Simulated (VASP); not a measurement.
Input of a VASP 6.6.1 run:

The input INCAR:

```
SYSTEM = ZnO
PREC     = Accurate       ! precision mode
ENCUT    = 520            ! plane-wave cutoff, eV
EDIFF    = 1E-7           ! SCF threshold, eV
ISMEAR   = 0              ! smearing method
SIGMA    = 0.05           ! smearing width, eV
LREAL    = .FALSE.        ! projectors in reciprocal space
LASPH    = .TRUE.         ! aspherical terms in the spheres
NELM     = 80             ! most SCF steps
ALGO     = Normal         ! electronic algorithm
ISIF     = 2              ! what is computed and relaxed
LWAVE    = .FALSE.        ! write WAVECAR
LCHARG   = .FALSE.        ! write CHGCAR
NBANDS   = 26             ! bands
```

File KPOINTS:

```
Automatic mesh
0
G
  12 12 6
  0 0 0
```

File POSCAR:

```
ZnO
1.0
    3.2770068899      0.0000000000      0.0000000000
   -1.6385034449      2.8379712150      0.0000000000
    0.0000000000      0.0000000000      4.8745477487
Zn O
2 2
Direct
    0.3333333333      0.6666666667      0.0018514197
    0.6666666667      0.3333333333      0.5018514197
    0.3333333333      0.6666666667      0.4028559245
    0.6666666667      0.3333333333      0.9028559245
```

Potentials or basis: VASP PAW LDA potentials, release 64 (Zn, O).

The run is started by

```console
$ cat potpaw_LDA.64/Zn/POTCAR potpaw_LDA.64/O/POTCAR > POTCAR
$ mpirun -np 1 vasp_std > vasp.out
```

Problem. What does it give for the band gap on the k mesh?

Solution. 0.89 eV, direct.

Problem. Estimate the largest force.

Solution. 0.070 eV/Å.

Problem. Predict the pressure.

Solution. 0.5 GPa.

Forces in eV/Å, atoms in the order of the input:
```
Zn   0.000  0.000 -0.070
Zn   0.000  0.000 -0.070
O    0.000  0.000  0.070
O    0.000  0.000  0.070
```
